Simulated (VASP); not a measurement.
Crystal: VSi.

```
V Si
1.0
     2.81012    0.00000    0.00000
     0.00000    2.81012    0.00000
     0.00000    0.00000    3.68326
V Si
1 1
Cartesian
  1.4051 1.4051 1.8416
  0.0000 0.0000 0.0000
```

```yaml
Program: VASP 6.6.1
Task: relaxation of cell and atoms
Functional: PBE
Potentials_or_basis: VASP PAW PBE potentials, release 64 (V_sv, Si)
Cutoff: 600 eV
k_mesh: 6 × 6 × 6
Occupations: gaussian, width 0.1 eV
Spin: no spin polarisation
```

At the start: pressure -16.6 GPa; volume 14.54 Å³/atom.

Question: How do energy, volume and symmetry change on relaxing?

Answer: Over 10 steps the energy falls by 116.0 meV/atom and the volume is 12.74 Å³/atom (-12.4 %); space group P4/mmm (No. 123, to 0.1 Å) before and after.

The path:
```csv
step,energy change (eV),largest force (eV/Å),pressure (GPa),volume (Å³)
1,0.0000,0.0000,-16.55,29.09
2,-0.0565,0.0000,21.88,23.21
3,-0.2035,0.0000,0.38,25.65
4,-0.2035,0.0000,-0.08,25.72
5,-0.2123,0.0000,-0.28,25.70
6,-0.2313,0.0000,-0.78,25.60
7,-0.2305,0.0000,-0.52,25.55
8,-0.2318,0.0000,-0.78,25.59
9,-0.2306,0.0000,1.88,25.23
10,-0.2321,0.0000,-0.03,25.48
```

Final structure:
```cif
data_structure
_symmetry_space_group_name_H-M 'P 1'
_symmetry_Int_Tables_number 1
_cell_length_a 2.6083
_cell_length_b 2.6083
_cell_length_c 3.7449
_cell_angle_alpha 90.000
_cell_angle_beta 90.000
_cell_angle_gamma 90.000
_cell_volume 25.48
loop_
_atom_site_label
_atom_site_type_symbol
_atom_site_fract_x
_atom_site_fract_y
_atom_site_fract_z
_atom_site_occupancy
V1 V 0.50000 0.50000 0.50000 1
Si1 Si 0.00000 0.00000 0.00000 1
```

Caveat: the k points lie up to 0.40 Å⁻¹ apart in the final cell, too coarse for converged energies and pressures of a metal.
